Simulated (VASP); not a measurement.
# Sn: single point with LDA

The system is Sn.

```
Sn
1.0
    -2.02500    2.02500    3.96500
     2.02500   -2.02500    3.96500
     2.02500    2.02500   -3.96500
Sn
1
Direct
  0.00000 0.00000 0.00000
```

| Property | Result |
| --- | --- |
| Program | VASP 6.6.1 |
| Task | single point |
| Functional | LDA |
| Potentials or basis | VASP PAW LDA potentials, release 64 (Sn_d) |
| Cutoff | 520 eV |
| k mesh | 8 × 8 × 8 |
| Occupations | methfessel-paxton, width 0.05 eV |
| Spin | no spin polarisation |
| Dipole correction | no |
| Further INCAR settings | ALGO = Normal; EDIFF = 1e-07; NBANDS = 13 |

| Property | Result |
| --- | --- |
| Pressure | -6.4 GPa |
| Band gap on the k mesh | zero (bands 7 and 8 overlap by 2.20 eV) |

Stress tensor (GPa, compression positive):
```
-6.93  0.00  0.00
 0.00 -6.93  0.00
 0.00  0.00 -5.28
```

Levels at points of the mesh, in eV from the Fermi level:
| k point | band 4 | band 5 | band 6 | band 7 | band 8 | band 9 | band 10 | band 11 |
| --- | --- | --- | --- | --- | --- | --- | --- | --- |
| (0.00, 0.00, 0.00) | -21.79 | -21.77 | -7.56 | 1.63 | 2.77 | 2.77 | 4.72 | 7.42 |
| (0.50, 0.00, 0.00) | -21.77 | -21.77 | -6.51 | -1.64 | 0.94 | 3.06 | 4.51 | 7.71 |
| (0.50, 0.50, 0.00) | -21.78 | -21.76 | -5.80 | -0.94 | -0.07 | 1.17 | 3.92 | 4.86 |
| (0.50, 0.50, 0.50) | -21.79 | -21.77 | -6.93 | -1.62 | 2.13 | 2.13 | 5.30 | 6.04 |

Wall time 28 s on 1 thread of Intel(R) Xeon(R) Platinum 8488C (Sapphire Rapids), with other jobs on the host, peak memory 0.19 GiB.

Caveat: the cell stands under tension; spin-orbit coupling is left out, which moves the levels of the heavy elements.
